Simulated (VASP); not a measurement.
Wanted: the native input for a VASP 6.6.1 run.

```
Task                   : relaxation of cell and atoms
Functional             : PBE
Potentials or basis    : VASP PAW PBE potentials, release 64 (Al)
Cutoff                 : 600 eV
k mesh                 : 19 × 19 × 19
Occupations            : fermi-dirac, width 0.05 eV
Spin                   : no spin polarisation
Target pressure        : 110 GPa
Dipole correction      : no
Further INCAR settings : ALGO = Normal; EDIFF = 1e-06; IBRION = 2; EDIFFG = -0.005; NSW = 32; ISIF = 3
```

The structure of Al lies in POSCAR:

```
Al
1.0
   -2.1752133394      2.1752133394      1.1387675685
    2.1752133394     -2.1752133394      1.1387675685
    2.1752133394      2.1752133394     -1.1387675685
Al
2
Direct
   -0.3750000000     -0.1250000000     -0.2500000000
    0.3750000000      0.1250000000      0.2500000000
```

These files were run (other wordings do the same):

INCAR

```
SYSTEM = Al
PREC = Accurate
ENCUT = 600
EDIFF = 1E-6
ISMEAR = -1
SIGMA = 0.05
LREAL = .FALSE.
LASPH = .TRUE.
NELM = 80
ALGO = Normal
ISIF = 3
LWAVE = .FALSE.
LCHARG = .FALSE.
GGA = PE
IBRION = 2
NSW = 32
EDIFFG = -0.005
PSTRESS = 1100.0
```

KPOINTS

```
Automatic mesh
0
G
  19 19 19
  0 0 0
```

Potentials or basis: VASP PAW PBE potentials, release 64 (Al).

Run with:

```bash
$ cat potpaw_PBE.64/Al/POTCAR > POTCAR
$ mpirun -np 1 vasp_std > vasp.out
```

Results of the run:

```yaml
Relaxed_volume: 10.79 Å³/atom
Relaxed_cell: a = 3.281 Å, b = 3.281 Å, c = 3.281 Å, α = 96.92°, β = 96.92°, γ = 139.37°
Space_group_after_relaxing_to_0.1_Å: I4_1/amd (No. 141)
Energy_change_on_relaxing_the_run_minimises_the_enthalpy: -6.9 meV/atom
Ionic_steps: 3
Pressure_after_relaxing: 110.0 GPa
Band_gap_on_the_k_mesh: zero (bands 3 and 4 overlap by 9.58 eV)
```

Caveat: the cell is relaxed towards a set pressure, so the run minimises the enthalpy, not the energy.

Wall time 3.5 min on 1 thread of Intel Xeon 8259CL, with other jobs on the host, peak memory 0.22 GiB.
